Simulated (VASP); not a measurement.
Runs of VASP 6.6.1 on Pd. The structure is that of space group Pm-3m (No. 221), or close to it. The cells are those of the table. 

```csv
task,potentials or basis,cell,cutoff (eV),k mesh for the DOS,second run,occupations for the DOS,gap on the mesh (eV),pressure (GPa)
single point,"VASP PAW PBE potentials, release 64 (Pd)","a = 2.142 Å, 1 atom",520,-,-,-,none,333.4
single point,"VASP PAW PBE potentials, release 64 (Pd)","a = 2.477 Å, 1 atom",520,-,-,-,none,29.6
single point,"VASP PAW PBE potentials, release 64 (Pd)","a = 2.265 Å, 1 atom",520,-,-,-,none,(a)
single point,"VASP PAW PBE potentials, release 64 (Pd)","a = 2.570 Å, 1 atom",520,-,-,-,none,(b)
single point,"VASP PAW PBE potentials, release 64 (Pd)","a = 2.615 Å, 1 atom",520,-,-,-,none,-0.4
```

Alike in all rows: level PBE; no spin polarisation; k mesh 15 × 15 × 15; smearing fermi-dirac 0.08 eV.

**Question.** Estimate the missing entries.

**Answer.** (a) 159.2; (b) 6.7.

A k mesh can miss the band edges, and the runs leave out spin-orbit coupling on Pd.

A gap of «none» marks levels without a gap at the run's occupations.
